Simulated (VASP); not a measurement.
As: single point with PBE

Crystal: As.

```
As
1.0
     1.88080    1.08588    3.51406
    -1.88080    1.08588    3.51406
     0.00000   -2.17176    3.51406
As
2
Cartesian
  0.0000 0.0000 2.3825
  0.0000 0.0000 8.1597
```

```json
{
  "Program": "VASP 6.6.1",
  "Task": "single point",
  "Functional": "PBE",
  "Potentials or basis": "VASP PAW PBE potentials, release 64 (As_d)",
  "Cutoff": "600 eV",
  "k mesh": "9 × 9 × 9",
  "Occupations": "gaussian, width 0.025 eV",
  "Spin": "no spin polarisation"
}
```

| Quantity | Value |
| --- | --- |
| Pressure | 3.8 GPa |
| Largest force | 0.445 eV/Å |
| Band gap on the k mesh | zero (band 15 reaches 3.83 eV, above the bottom of band 16 at 3.73 eV) |

Forces in eV/Å, atoms in the order of the input:
```
As   0.000  0.000  0.445
As   0.000  0.000 -0.445
```

Stress tensor (GPa, compression positive):
```
3.91 0.00 0.00
0.00 3.91 0.00
0.00 0.00 3.44
```

Levels at points of the mesh, in eV from the Fermi level:
| k point | band 13 | band 14 | band 15 | band 16 | band 17 | band 18 |
| --- | --- | --- | --- | --- | --- | --- |
| (0.00, 0.00, 0.00) | -2.47 | -2.04 | -2.04 | 1.60 | 2.91 | 2.91 |

It took 65 s on 1 thread of Intel(R) Xeon(R) Platinum 8375C CPU @ 2.90GHz (Ice Lake), on a shared host, peak memory 0.24 GiB.
